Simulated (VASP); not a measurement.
# PbS (Immm) in VASP: notebook

PbS is run at these levels: PBE; tasks: single point.

Everything below comes from runs of VASP 6.6.1. Logs are shortened: lines on timing, memory, paths and dates and some standing lists are left out, and cuts for length are marked.

## (1) The cell of the first run

It takes space group Immm (No. 71, orthorhombic). Conventional cell: a = 3.879 Å, b = 4.508 Å, c = 5.930 Å, α = 90.00°, β = 90.00°, γ = 90.00°. Within 3.9 Å of Pb (site symmetry mmm) lie 6 S at 2.96 to 2.97 Å and 2 Pb at 3.88 Å. S (site symmetry mmm) has 6 Pb at 2.96 to 2.97 Å and 2 S at 3.88 Å within 3.9 Å.

## (2) Single point, PBE (strain -0.1500 x Voigt [0, 0, 0, 1, 0, 0])

INCAR

```
SYSTEM = PbS
PREC = Accurate ; ENCUT = 520
EDIFF = 1E-6 ; ISMEAR = 0
SIGMA = 0.03 ; LREAL = .FALSE.
LASPH = .TRUE. ; NELM = 80
ALGO = Normal ; ISIF = 2
LWAVE = .FALSE. ; LCHARG = .FALSE.
GGA = PE ; NBANDS = 17
```

KPOINTS

```
regular mesh
0
G
  10 10 10
  0 0 0
```

POSCAR

```
PbS
1.0
    0.0000000000      2.7426250000      2.7426250000
    2.9650000000     -0.2223750000      2.9650000000
    2.9650000000      2.9650000000     -0.2223750000
Pb S
1 1
Direct
    0.0000000000      0.0000000000      0.0000000000
    0.5000000000      0.5000000000      0.5000000000
```

Potentials or basis: VASP PAW PBE potentials, release 64 (Pb_d, S).

Command:

```console
$ cat potpaw_PBE.64/Pb_d/POTCAR potpaw_PBE.64/S/POTCAR > POTCAR
$ mpirun -np 1 vasp_std > vasp.out
```

OUTCAR:

```text
SYSTEM = PbS
   PREC = Accurate
   ENCUT = 520
   EDIFF = 1E-6
   ISMEAR = 0
   LREAL = .FALSE.
   LASPH = .TRUE.
   NELM = 80
   ISIF = 2
   GGA = PE

 ion  position               nearest neighbor table
   1  0.000  0.000  0.000-   2 2.96   2 2.96   2 2.97   2 2.97   2 2.97   2 2.97
   2  0.500  0.500  0.500-   1 2.96   1 2.96   1 2.97   1 2.97   1 2.97   1 2.97

  LATTYP: Found a body centered orthorhombic cell.
 ALAT       =     3.8786574715
 B/A-ratio  =     1.1621621622
 C/A-ratio  =     1.5288795269

  Lattice vectors:

 A1 = (  -2.9650000000,   0.2223750000,  -2.9650000000)
 A2 = (  -2.9650000000,  -0.2223750000,   2.9650000000)
 A3 = (   2.9650000000,   2.9650000000,  -0.2223750000)

Analysis of symmetry for initial positions (statically):
=====================================================================
 Subroutine PRICEL returns:
 Original cell was already a primitive cell.

 Routine SETGRP: Setting up the symmetry group for a
 body centered orthorhombic supercell.

 Subroutine GETGRP returns: Found  8 space group operations
 (whereof  8 operations were pure point group operations)
 out of a pool of  8 trial point group operations.

The static configuration has the point symmetry D_2h.

Analysis of symmetry for dynamics (positions and initial velocities):
=====================================================================
 Subroutine PRICEL returns:
 Original cell was already a primitive cell.

 Routine SETGRP: Setting up the symmetry group for a
 body centered orthorhombic supercell.

 Subroutine GETGRP returns: Found  8 space group operations
 (whereof  8 operations were pure point group operations)
 out of a pool of  8 trial point group operations.

The dynamic configuration has the point symmetry D_2h.

 Subroutine INISYM returns: Found  8 space group operations
 (whereof  8 operations are pure point group operations),
 and found     1 'primitive' translations

----------------------------------------------------------------------------------------

                                     Primitive cell

  volume of cell :      51.8387

  direct lattice vectors                    reciprocal lattice vectors
     0.000000000  2.742625000  2.742625000    -0.168634064  0.182307096  0.182307096
     2.965000000 -0.222375000  2.965000000     0.168634064 -0.156868897  0.156868897
     2.965000000  2.965000000 -0.222375000     0.168634064  0.156868897 -0.156868897

  length of vectors
     3.878657472  4.199035680  4.199035680     0.308073372  0.278663146  0.278663146

  position of ions in fractional coordinates (direct lattice)
     0.000000000  0.000000000  0.000000000
     0.500000000  0.500000000  0.500000000

  ion indices of the primitive-cell ions
   primitive index   ion index
                 1           1
                 2           2

----------------------------------------------------------------------------------------

 KPOINTS: regular mesh

Automatic generation of k-mesh.
 Grid dimensions read from file:
 generate k-points for:   10   10   10

 Generating k-lattice:

  Cartesian coordinates                     Fractional coordinates (reciprocal lattice)
    -0.016863406  0.018230710  0.018230710     0.100000000  0.000000000  0.000000000
     0.016863406 -0.015686890  0.015686890     0.000000000  0.100000000  0.000000000
     0.016863406  0.015686890 -0.015686890     0.000000000  0.000000000  0.100000000

  Length of vectors
     0.030807337  0.027866315  0.027866315

  Shift w.r.t. Gamma in fractional coordinates (k-lattice)
     0.000000000  0.000000000  0.000000000

 Subroutine IBZKPT returns following result:
 ===========================================

 Found    171 irreducible k-points:

 Following reciprocal coordinates:
            Coordinates               Weight
  0.000000  0.000000  0.000000      1.000000
  0.100000  0.000000  0.000000      4.000000
  0.200000  0.000000  0.000000      4.000000
  0.300000 -0.000000 -0.000000      4.000000
  0.400000 -0.000000 -0.000000      4.000000
  0.500000  0.000000  0.000000      2.000000
[... 16 lines left out ...]
 -0.400000  0.200000  0.000000      8.000000
 -0.300000  0.200000  0.000000      8.000000
 [... further k-points ...]
   k-points           NKPTS =    171   k-points in BZ     NKDIM =    171   number of bands    NBANDS=     17
   number of dos      NEDOS =    301   number of ions     NIONS =      2
   total plane-waves  NPLWV =  30720
   dimension x,y,z NGX =    30 NGY =   32 NGZ =   32
   dimension x,y,z NGXF=    60 NGYF=   64 NGZF=   64
   ions per type =               1   1
   NGX,Y,Z   is equivalent  to a cutoff of  12.86, 12.67, 12.67 a.u.
   NGXF,Y,Z  is equivalent  to a cutoff of  25.72, 25.34, 25.34 a.u.
 SYSTEM =  PbS
   PREC   = accura    normal or accurate (medium, high low for compatibility)
   ISTART =      0    job   : 0-new  1-cont  2-samecut
   ICHARG =      2    charge: 1-file 2-atom 10-const
   ISPIN  =      1    spin polarized calculation?
   LNONCOLLINEAR =      F non collinear calculations
   LSORBIT =      F    spin-orbit coupling
   LASPH  =      T    aspherical Exc in radial PAW
   ENCUT  =  520.0 eV  38.22 Ry    6.18 a.u.   7.21  7.81  7.81*2*pi/ulx,y,z
   NELM   =     80;   NELMIN=  2; NELMDL= -5     # of ELM steps
   EDIFF  = 0.1E-05   stopping-criterion for ELM
   LREAL  =      F    real-space projection
   EDIFFG = 0.1E-04   stopping-criterion for IOM
   NSW    =      0    number of steps for IOM
   IBRION =     -1    ionic relax: 0-MD 1-quasi-New 2-CG
   NFREE  =      0    steps in history (QN), initial steepest desc. (CG)
   ISIF   =      2    stress and relaxation
   ISYM   =      2    0-nonsym 1-usesym 2-fastsym
   POTIM  = 0.5000    time-step for ionic-motion
   TEBEG  =    0.0;   TEEND  =   0.0 temperature during run
   PSTRESS=    0.0 pullay stress
   NELECT =      20.0000    total number of electrons
   NUPDOWN=      -1.0000    fix difference up-down
   EMIN   =  10.00;   EMAX   =-10.00  energy-range for DOS
   EFERMI =   0.00;   METHOD = LEGACY
   ISMEAR =     0;   SIGMA  =   0.03  broadening in eV -4-tet -1-fermi 0-gaus
   EFERMI_NEDOS =   21; number of points for ismear=-14 and -15
   IALGO  =     38    algorithm
   IMIX   =      4    mixing-type and parameters
     AMIX     =   0.40;   BMIX     =  1.00
     AMIX_MAG =   1.60;   BMIX_MAG =  1.00
  volume/ion in A,a.u.               =      25.92       174.91
  Fermi-wavevector in a.u.,A,eV,Ry     =   1.191791  2.252158 19.325247  1.420366
  Thomas-Fermi vector in A             =   2.327844
   LORBIT       =      0    0 simple, 1 ext, 2 COOP (PROOUT), +10 PAW based schemes
   GGA     = PE    functional components
   LHFCALC =     F    Hartree Fock is set to
   AEXX    =    0.0000 exact exchange contribution
   IVDW    =     0    specifies the selected vdW correction
   LEPSILON=     F    determine dielectric tensor
   LRPA    =     F    only Hartree local field effects (RPA)
 non-spin polarized calculation
 Gauss-broadening in eV      SIGMA  =   0.03
  energy-cutoff  :      520.00
  volume of cell :       51.84
 maximum number of plane-waves:      1422
 NGX is ok and might be reduce to    30
   NGX = 15   NGY = 15   NGZ = 15

 number of electron      20.0000001 magnetization

 Free energy of the ion-electron system (eV)
  ---------------------------------------------------
  ext. energy  EPLUGINS =         0.00000000
  ---------------------------------------------------
  free energy    TOTEN  =        -8.68009931 eV

  energy without entropy =       -8.68009931  energy(sigma->0) =       -8.68009931

 E-fermi :   5.9024     XC(G=0):  -9.7265

 val. band max:        5.7157446454   @ k =   0.0000  -0.4000   0.1000
 cond. band min:       6.0275804299   @ k =   0.5000   0.1000   0.1000
 fundamental gap:      0.3118357844
 Fermi energy:         5.9023734300

 k-point     1 :       0.0000    0.0000    0.0000
  band No.  band energies     occupation
      1     -11.0298      2.00000
      2     -10.9805      2.00000
      3     -10.9688      2.00000
      4     -10.9580      2.00000
      5     -10.9313      2.00000
      6      -7.7116      2.00000
[... 9 lines left out ...]
     16      13.7169      0.00000
     17      14.8757      0.00000

 k-point     2 :       0.1000    0.0000    0.0000
  band No.  band energies     occupation
      1     -11.0214      2.00000
      2     -10.9813      2.00000
      3     -10.9670      2.00000
      4     -10.9601      2.00000
      5     -10.9339      2.00000
      6      -7.6164      2.00000
[... 9 lines left out ...]
     16      13.3554      0.00000
     17      15.5786      0.00000

 k-point     3 :       0.2000    0.0000    0.0000
  band No.  band energies     occupation
      1     -11.0024      2.00000
      2     -10.9807      2.00000
      3     -10.9780      2.00000
      4     -10.9496      2.00000
      5     -10.9403      2.00000
      6      -7.3440      2.00000
[... 9 lines left out ...]
     16      14.0950      0.00000
     17      17.0433      0.00000

 k-point     4 :       0.3000   -0.0000   -0.0000
  band No.  band energies     occupation
      1     -10.9970      2.00000
      2     -10.9941      2.00000
      3     -10.9642      2.00000
      4     -10.9463      2.00000
      5     -10.9341      2.00000
      6      -6.9437      2.00000
[... 9 lines left out ...]
     16      15.2059      0.00000
     17      18.5049      0.00000
[... 343 lines left out ...]
      1     -11.0405      2.00000
      2     -10.9958      2.00000
      3     -10.9583      2.00000
      4     -10.9274      2.00000
      5     -10.9206      2.00000
      6      -6.2368      2.00000
[... 9 lines left out ...]
     16      16.3524      0.00000
     17      18.5848      0.00000

 k-point    23 :      -0.4000    0.2000    0.0000
  band No.  band energies     occupation
      1     -11.0314      2.00000
      2     -10.9911      2.00000
      3     -10.9635      2.00000
      4     -10.9331      2.00000
      5     -10.9222      2.00000
      6      -6.2075      2.00000
[... 9 lines left out ...]
     16      16.3394      0.00000
     17      18.0462      0.00000

 k-point    24 :      -0.3000    0.2000    0.0000
  band No.  band energies     occupation
      1     -11.0130      2.00000
      2     -10.9901      2.00000
      3     -10.9690      2.00000
      4     -10.9448      2.00000
      5     -10.9268      2.00000
      6      -6.4794      2.00000
[... 9 lines left out ...]
     16      15.8923      0.00000
     17      17.2839      0.00000

 [... further k-points ...]
[... 5 lines left out ...]
  --------------------------------------------------------------------------------------
  -------------------------------------------------------------------------------------
  Total        0.5511105      0.7424540      0.7424540      0.0000000      0.9507594      0.0000000
  in kB       17.0331496     22.9469975     22.9469975      0.0000000     29.3850829      0.0000000
  external PRESSURE =      20.9757148 kB  Pullay stress =       0.0000000 kB

 VOLUME and BASIS-vectors are now :
 -----------------------------------------------------------------------------
  energy-cutoff  :      520.00
  volume of cell :       51.84
      direct lattice vectors                 reciprocal lattice vectors
     0.000000000  2.742625000  2.742625000    -0.168634064  0.182307096  0.182307096
     2.965000000 -0.222375000  2.965000000     0.168634064 -0.156868897  0.156868897
     2.965000000  2.965000000 -0.222375000     0.168634064  0.156868897 -0.156868897

 POSITION                                       TOTAL-FORCE (eV/Angst)
 -----------------------------------------------------------------------------------
      0.00000      0.00000      0.00000        -0.000000      0.000000      0.000000
      2.96500      2.74262      2.74263         0.000000     -0.000000     -0.000000
 -----------------------------------------------------------------------------------
    total drift:                               -0.000000      0.000000      0.000000

  FREE ENERGIE OF THE ION-ELECTRON SYSTEM (eV)
  ---------------------------------------------------
  free  energy   TOTEN  =        -8.6800993081 eV

  energy  without entropy=       -8.6800993081  energy(sigma->0) =       -8.68009931
```

Wall time 2.8 min (1 thread of Intel Xeon 8259CL, shared host); peak memory 0.29 GiB.

What came out:

```
Free energy            : -8.6801 eV
Pressure               : 2.1 GPa
Band gap on the k mesh : zero (band 10 reaches 6.12 eV, above the bottom of band 11 at 5.68 eV)
```

Caveat: the cell differs from its parent crystal (strain -0.1500 x Voigt [0, 0, 0, 1, 0, 0]); spin-orbit coupling is left out, which moves the levels of the heavy elements.

(Part 1 of 2 ends here.)
